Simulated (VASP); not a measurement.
Runs of VASP 6.6.1 on AlNi. The structure is that of space group Pm-3m (No. 221), or close to it. The cells are those of the table. 

```csv
cell,further INCAR settings,gap on the mesh (eV),pressure (GPa)
"a = 2.744, b = 2.744, c = 2.900 Å, 2 atoms",ALGO = Fast; EDIFF = 1e-06; NBANDS = 14,none,20.9
"a = 2.744, b = 2.744, c = 2.746 Å, 2 atoms",ALGO = Fast; EDIFF = 1e-07; NBANDS = 14,none,35.2
"a = 2.841, b = 2.841, c = 2.668 Å, 2 atoms",ALGO = Fast; EDIFF = 1e-06; NBANDS = 14,none,24.2
"a = 2.744, b = 2.744, c = 2.668 Å, 2 atoms",ALGO = Fast; EDIFF = 1e-06; NBANDS = 14,none,44.4
"a = 2.744, b = 2.744, c = 2.823 Å, 2 atoms",ALGO = Fast; EDIFF = 1e-06; NBANDS = 14,none,(a)
"a = 2.792, b = 2.792, c = 2.668 Å, 2 atoms",ALGO = Fast; EDIFF = 1e-07; NBANDS = 14,none,33.6
"a = 2.792, b = 2.792, c = 2.746 Å, 2 atoms",ALGO = Fast; EDIFF = 1e-06; NBANDS = 14,none,25.7
"a = 2.889, b = 2.889, c = 2.668 Å, 2 atoms",ALGO = Fast; EDIFF = 1e-06; NBANDS = 14,none,16.7
"a = 2.792, b = 2.792, c = 2.823 Å, 2 atoms",ALGO = Fast; EDIFF = 1e-06; NBANDS = 14,none,18.7
"a = 2.841, b = 2.841, c = 2.746 Å, 2 atoms",ALGO = Fast; EDIFF = 1e-07; NBANDS = 14,none,(b)
```

Alike in all rows: task single point; level PBE; potentials or basis VASP PAW PBE potentials, release 64 (Al, Ni); no spin polarisation; k mesh 16 × 16 × 16; cutoff (eV) 520; smearing gaussian 0.15 eV.

Question: Estimate the missing entries.

Answer: (a) 27.6; (b) 17.2.

Caveats: the cell stands under pressure.

A gap of «none» marks levels without a gap at the run's occupations.
